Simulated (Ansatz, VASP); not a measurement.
# One calculation of Sb, two programs

INCAR

```
SYSTEM = Sb
  PREC = Accurate
  ENCUT = 500
  EDIFF = 1E-6
  ISMEAR = 0
  SIGMA = 0.1
  LREAL = .False.
  LASPH = .True.
  NELM = 120
  ALGO = Normal
  ISIF = 2
  LWAVE = .False.
  LCHARG = .True.
  GGA = PS
  LELF = .True.
  LVHAR = .True.
  NBANDS = 12
  GGA_COMPAT = .False.
```

The input KPOINTS:

```
regular mesh
0
Gamma
  6 6 6
  0 0 0
```

The input POSCAR:

```
Sb
1.0
    2.1610468774      1.2476809964      3.6880788114
   -2.1610468774      1.2476809964      3.6880788114
    0.0000000000     -2.4953619928      3.6880788114
Sb
2
Direct
    0.2356869044      0.2356869044      0.2356869044
    0.7643130956      0.7643130956      0.7643130956
```

Input for Ansatz:

```yaml
crystal:
  lattice:
    - [2.1610468774, 1.2476809964, 3.6880788114]
    - [-2.1610468774, 1.2476809964, 3.6880788114]
    - [0.0, -2.4953619928, 3.6880788114]
  atoms:
    - { symbol: Sb, position: [0.2356869044, 0.2356869044, 0.2356869044] }
    - { symbol: Sb, position: [0.7643130956, 0.7643130956, 0.7643130956] }
basis:
  ecutwfc: 420
kpoints:
  mp_grid: { grid: [6, 6, 6] }
hamiltonian:
  xc: pbesol
  pseudopotentials: { kind: paw, azcp: { folder: soft_1 } }
scf:
  occupations: { method: gaussian, width: 0.1 }
output:
  forces: true
  stress: true
  eigenvalues: true
```

Alike in both runs: task single point; functional PBEsol; k mesh 6 × 6 × 6; occupations gaussian, width 0.1 eV; no spin polarisation.

|  | VASP | Ansatz |
| --- | --- | --- |
| version | VASP 6.6.1 | Ansatz 0.2.0 |
| potentials or method | VASP PAW PBE potentials, release 64 (Sb), cutoff 500 eV | scalar-relativistic, plane waves, PAW |
| valence electrons in the cell | 10 | 30 |

Ansatz gave:

* gap on the k mesh at the Fermi level (eV): none
* pressure (GPa): 0.0
* traceless stress, the component that is largest in VASP (GPa): 0.14
* rms of the force components (eV/Å): 0.074

Question: Estimate VASP's values.

Answer: gap on the k mesh at the Fermi level (eV): none; pressure (GPa): 0.2; traceless stress, the component that is largest in VASP (GPa): 0.12; rms of the force components (eV/Å): 0.049.

VASP's potentials were made for PBE, not for PBEsol, and Ansatz warns of the same on its side. Atom by atom the forces differ by 0.025 eV/Å (rms over components). A gap of «none» marks a metal or a gap that the smearing closes. VASP's potentials hold 10 valence electrons a cell and Ansatz's 30, so a difference there can come from the potentials and not from the codes.

Neither program's run includes spin-orbit coupling.
